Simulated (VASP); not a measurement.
# InSb3 (Pm-3m) in VASP: notebook, part 2 of 2

VASP 6.6.1. Earlier steps stand in the parts before.

### 4 Single point, PBE

This run uses another cell than the first one, of 27.76 Å³/atom, 1.064 times its volume.

Contents of INCAR:

```
SYSTEM = InSb3
  ALGO = Normal
  EDIFF = 1E-6
  ENCUT = 520
  GGA = PE
  ISIF = 2
  ISMEAR = -1
  LASPH = .True.
  LCHARG = .True.
  LELF = .True.
  LREAL = .False.
  LVHAR = .True.
  LWAVE = .False.
  NBANDS = 22
  NELM = 80
  PREC = Accurate
  SIGMA = 0.05
```

Contents of KPOINTS:

```
k-points
0
Gamma
  6 6 6
  0 0 0
```

Contents of POSCAR:

```
InSb3
1.0
    4.8063670000      0.0000000000      0.0000000000
    0.0000000000      4.8063670000      0.0000000000
    0.0000000000      0.0000000000      4.8063670000
Sb In
3 1
Direct
    0.5000000000      0.5000000000      0.0000000000
    0.0000000000      0.5000000000      0.5000000000
    0.5000000000      0.0000000000      0.5000000000
    0.0000000000      0.0000000000      0.0000000000
```

Potentials or basis: VASP PAW PBE potentials, release 64 (Sb, In_d).

On the command line:

```console
$ cat potpaw_PBE.64/Sb/POTCAR potpaw_PBE.64/In_d/POTCAR > POTCAR
$ mpirun -np 1 vasp_std > vasp.out
```

OUTCAR:

```text
SYSTEM = InSb3
   EDIFF = 1E-6
   ENCUT = 520
   GGA = PE
   ISIF = 2
   ISMEAR = -1
   LASPH = .True.
   LREAL = .False.
   NELM = 80
   PREC = Accurate

 ion  position               nearest neighbor table
   1  0.500  0.500  0.000-   2 3.40   3 3.40   4 3.40   2 3.40   3 3.40   3 3.40   4 3.40   3 3.40
                             2 3.40   4 3.40   2 3.40   4 3.40
   2  0.000  0.500  0.500-   1 3.40   3 3.40   4 3.40   1 3.40   4 3.40   3 3.40   4 3.40   4 3.40
                             1 3.40   3 3.40   1 3.40   3 3.40
   3  0.500  0.000  0.500-   1 3.40   2 3.40   4 3.40   1 3.40   4 3.40   1 3.40   2 3.40   1 3.40
                             2 3.40   4 3.40   4 3.40   2 3.40
   4  0.000  0.000  0.000-   1 3.40   2 3.40   3 3.40   2 3.40   3 3.40   1 3.40   2 3.40   2 3.40
                             1 3.40   3 3.40   3 3.40   1 3.40

  LATTYP: Found a simple cubic cell.
 ALAT       =     4.8063670000

  Lattice vectors:

 A1 = (   4.8063670000,   0.0000000000,   0.0000000000)
 A2 = (   0.0000000000,   4.8063670000,   0.0000000000)
 A3 = (   0.0000000000,   0.0000000000,   4.8063670000)

Analysis of symmetry for initial positions (statically):
[... 172 lines left out ...]
 E-fermi :   7.8470     XC(G=0): -10.0616

 val. band max:        7.8350594428   @ k =   0.5000   0.3333   0.0000
 cond. band min:       7.9216352155   @ k =   0.1667   0.1667   0.1667
 fundamental gap:      0.0865757728
 Fermi energy:         7.8469657189

 k-point     1 :       0.0000    0.0000    0.0000
  band No.  band energies     occupation
      1      -6.7012      2.00000
      2      -6.7012      2.00000
      3      -6.6849      2.00000
      4      -6.6849      2.00000
      5      -6.6849      2.00000
      6      -4.3306      2.00000
[... 489 lines left out ...]
     21      14.2187      0.00000
     22      16.1624      0.00000

------------------------ aborting loop because EDIFF is reached ----------------------------------------

  FORCE on cell =-STRESS in cart. coord.  units (eV):
  Direction    XX          YY          ZZ          XY          YZ          ZX
  --------------------------------------------------------------------------------------
  -------------------------------------------------------------------------------------
  Total        0.0490924      0.0490924      0.0490924     -0.0000000      0.0000000     -0.0000000
  in kB        0.7083934      0.7083934      0.7083934     -0.0000000      0.0000000     -0.0000000
  external PRESSURE =       0.7083934 kB  Pullay stress =       0.0000000 kB

 VOLUME and BASIS-vectors are now :
 -----------------------------------------------------------------------------
  energy-cutoff  :      520.00
  volume of cell :      111.03
      direct lattice vectors                 reciprocal lattice vectors
     4.806367000  0.000000000  0.000000000     0.208057354  0.000000000  0.000000000
     0.000000000  4.806367000  0.000000000     0.000000000  0.208057354  0.000000000
     0.000000000  0.000000000  4.806367000     0.000000000  0.000000000  0.208057354

 POSITION                                       TOTAL-FORCE (eV/Angst)
 -----------------------------------------------------------------------------------
      2.40318      2.40318      0.00000         0.000000      0.000000      0.000000
      0.00000      2.40318      2.40318         0.000000      0.000000      0.000000
      2.40318      0.00000      2.40318         0.000000      0.000000      0.000000
      0.00000      0.00000      0.00000         0.000000      0.000000      0.000000
 -----------------------------------------------------------------------------------
    total drift:                               -0.000000     -0.000000     -0.000000

  FREE ENERGIE OF THE ION-ELECTRON SYSTEM (eV)
  ---------------------------------------------------
  free  energy   TOTEN  =       -14.2532104457 eV

  energy  without entropy=      -14.2323854220  energy(sigma->0) =      -14.24279793
```

stdout:

```text
POSCAR found type information on POSCAR SbIn
 POSCAR found :  2 types and       4 ions
 scaLAPACK will be used
 LDA part: xc-table for (Slater+PW92), standard interpolation
 POSCAR, INCAR and KPOINTS ok, starting setup
 FFT: planning ... GRIDC
 FFT: planning ... GRID_SOFT
 FFT: planning ... GRID
 WAVECAR not read
 entering main loop
```

Wall time 19 s (1 thread of Intel Xeon 6975P-C (Granite Rapids), shared host); peak memory 0.22 GiB.

Results:

| Item | Value |
| --- | --- |
| Free energy | -14.2532 eV |
| Pressure | 0.1 GPa |
| Band gap on the k mesh | zero (band 14 reaches 11.34 eV, above the bottom of band 15 at 6.72 eV) |

Caveat: spin-orbit coupling is left out, which moves the levels of the heavy elements.

### 5 Single point, LDA

This run uses another cell than the first one, of 28.31 Å³/atom, 1.085 times its volume.

Contents of INCAR:

```
SYSTEM = InSb3
PREC = Accurate ; ENCUT = 520
EDIFF = 1E-6 ; ISMEAR = -1
SIGMA = 0.05 ; LREAL = .False.
LASPH = .True. ; NELM = 80
ALGO = Normal ; ISIF = 2
LWAVE = .False. ; LCHARG = .True.
LELF = .True. ; LVHAR = .True.
NBANDS = 22
```

Contents of KPOINTS:

```
regular mesh
0
Gamma
  6 6 6
  0 0 0
```

Contents of POSCAR:

```
InSb3
1.0
    4.8381981727      0.0000000000      0.0000000000
    0.0000000000      4.8381981727      0.0000000000
    0.0000000000      0.0000000000      4.8381981727
Sb In
3 1
Direct
    0.5000000000      0.5000000000      0.0000000000
    0.0000000000      0.5000000000      0.5000000000
    0.5000000000      0.0000000000      0.5000000000
    0.0000000000      0.0000000000      0.0000000000
```

Potentials or basis: VASP PAW LDA potentials, release 64 (Sb, In_d).

On the command line:

```console
$ cat potpaw_LDA.64/Sb/POTCAR potpaw_LDA.64/In_d/POTCAR > POTCAR
$ mpirun -np 1 vasp_std > vasp.out
```

Wall time 13 s (1 thread of Intel Xeon 6975P-C (Granite Rapids), shared host); peak memory 0.19 GiB.

It converged, with:

* Free energy: -16.8485 eV
* Pressure: -4.6 GPa
* Band gap on the k mesh: zero (band 14 reaches 10.77 eV, above the bottom of band 15 at 6.36 eV)

Levels at points of the mesh, in eV from the Fermi level:
```tsv
k point	band 11	band 12	band 13	band 14	band 15	band 16	band 17	band 18
(0.00, 0.00, 0.00)	-4.18	-3.69	0.40	0.40	0.40	1.66	1.66	1.66
(0.50, 0.00, 0.00)	-2.82	-2.04	-2.04	-1.06	-0.81	1.81	2.07	2.07
(0.50, 0.50, 0.00)	-1.65	-1.65	-1.30	-1.08	-1.08	-0.56	1.05	3.12
(0.50, 0.50, 0.50)	-4.85	-4.85	-4.84	3.34	3.34	3.39	3.39	3.39
```

Caveat: spin-orbit coupling is left out, which moves the levels of the heavy elements.

### 6 Single point, PBE

This run uses another cell than the first one, of 28.87 Å³/atom, 1.106 times its volume.

Contents of INCAR:

```
SYSTEM = InSb3
PREC = Accurate ; ENCUT = 520
EDIFF = 1E-6 ; ISMEAR = -1
SIGMA = 0.05 ; LREAL = .FALSE.
LASPH = .TRUE. ; NELM = 100
ALGO = Normal ; ISIF = 2
LWAVE = .FALSE. ; LCHARG = .FALSE.
GGA = PE ; NBANDS = 22
```

Contents of KPOINTS:

```
regular mesh
0
G
  6 6 6
  0 0 0
```

Contents of POSCAR:

```
InSb3
1.0
    4.8696159243      0.0000000000      0.0000000000
    0.0000000000      4.8696159243      0.0000000000
    0.0000000000      0.0000000000      4.8696159243
Sb In
3 1
Direct
    0.5000000000      0.5000000000      0.0000000000
    0.0000000000      0.5000000000      0.5000000000
    0.5000000000      0.0000000000      0.5000000000
    0.0000000000      0.0000000000      0.0000000000
```

Potentials or basis: VASP PAW PBE potentials, release 64 (Sb, In_d).

On the command line:

```console
$ cat potpaw_PBE.64/Sb/POTCAR potpaw_PBE.64/In_d/POTCAR > POTCAR
$ mpirun -np 1 vasp_std > vasp.out
```

Wall time 16 s (1 thread of Intel Xeon 6975P-C (Granite Rapids), shared host); peak memory 0.22 GiB.

It converged, with:

- Free energy: -14.2297 eV
- Pressure: -1.7 GPa
- Band gap on the k mesh: zero (band 14 reaches 10.69 eV, above the bottom of band 15 at 6.31 eV)

Levels at points of the mesh, in eV from the Fermi level:
```tsv
k point	band 10	band 11	band 12	band 13	band 14	band 15	band 16	band 17	band 18	band 19
(0.00, 0.00, 0.00)	-4.12	-4.12	-3.60	0.39	0.39	0.39	1.67	1.67	1.67	4.63
(0.50, 0.00, 0.00)	-2.79	-2.79	-2.01	-2.01	-1.07	-0.79	1.78	2.04	2.04	2.27
(0.50, 0.50, 0.00)	-2.45	-1.64	-1.64	-1.29	-1.08	-1.08	-0.54	1.08	3.09	3.25
(0.50, 0.50, 0.50)	-4.78	-4.78	-4.78	-4.72	3.30	3.30	3.35	3.35	3.35	6.15
```

Caveat: spin-orbit coupling is left out, which moves the levels of the heavy elements.

### 7 Summary

| level | potentials or basis | cell | gap on the mesh (eV) | pressure (GPa) |
| --- | --- | --- | --- | --- |
| LDA | VASP PAW LDA potentials, release 64 (Sb, In_d) | a = 4.708 Å, 4 atoms | none | -0.6 |
| LDA | VASP PAW LDA potentials, release 64 (Sb, In_d) | a = 4.806 Å, 4 atoms | none | -3.8 |
| PBE | VASP PAW PBE potentials, release 64 (Sb, In_d) | a = 4.806 Å, 4 atoms | none | 0.1 |
| LDA | VASP PAW LDA potentials, release 64 (Sb, In_d) | a = 4.838 Å, 4 atoms | none | -4.6 |
| PBE | VASP PAW PBE potentials, release 64 (Sb, In_d) | a = 4.870 Å, 4 atoms | none | -1.7 |

Alike in all rows: task single point; no spin polarisation; k mesh 6 × 6 × 6; cutoff (eV) 520; smearing fermi-dirac 0.05 eV.

Caveats: spin-orbit coupling is left out, which moves the levels of the heavy elements.

Total energies depend on the potentials used, so only differences within one code and one set of settings carry meaning.
